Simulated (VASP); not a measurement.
Input of a VASP 6.6.1 run:

The input INCAR:

```
SYSTEM = TaN
PREC = Accurate
ENCUT = 520
EDIFF = 1E-7
ISMEAR = 1
SIGMA = 0.025
LREAL = .False.
LASPH = .True.
NELM = 60
ALGO = Normal
ISIF = 2
LWAVE = .False.
LCHARG = .True.
GGA = PE
LELF = .True.
LVHAR = .True.
NBANDS = 33
```

Contents of KPOINTS:

```
Automatic mesh
0
Gamma
  5 5 8
  0 0 0
```

File POSCAR:

```
TaN
1.0
    5.1910000000      0.0000000000      0.0000000000
   -2.5955000000      4.4955380000      0.0000000000
    0.0000000000      0.0000000000      2.9080000000
Ta N
3 3
Direct
    0.0000000000      0.0000000000      0.0000000000
    0.3333333333      0.6666666667      0.5000000000
    0.6666666667      0.3333333333      0.5000000000
    0.5000000000      0.0000000000      0.0000000000
    0.5000000000      0.5000000000      0.0000000000
    0.0000000000      0.5000000000      0.0000000000
```

Potentials or basis: VASP PAW PBE potentials, release 64 (Ta_pv, N).

Run with:

```console
$ cat potpaw_PBE.64/Ta_pv/POTCAR potpaw_PBE.64/N/POTCAR > POTCAR
$ mpirun -np 1 vasp_std > vasp.out
```

(1) Predict the pressure.

(2) What does it give for the band gap on the k mesh?

Answers

(1) 10.5 GPa.

(2) zero (band 24 reaches 9.08 eV, above the bottom of band 25 at 6.95 eV).

Caveat: spin-orbit coupling is left out, which moves the levels of the heavy elements.
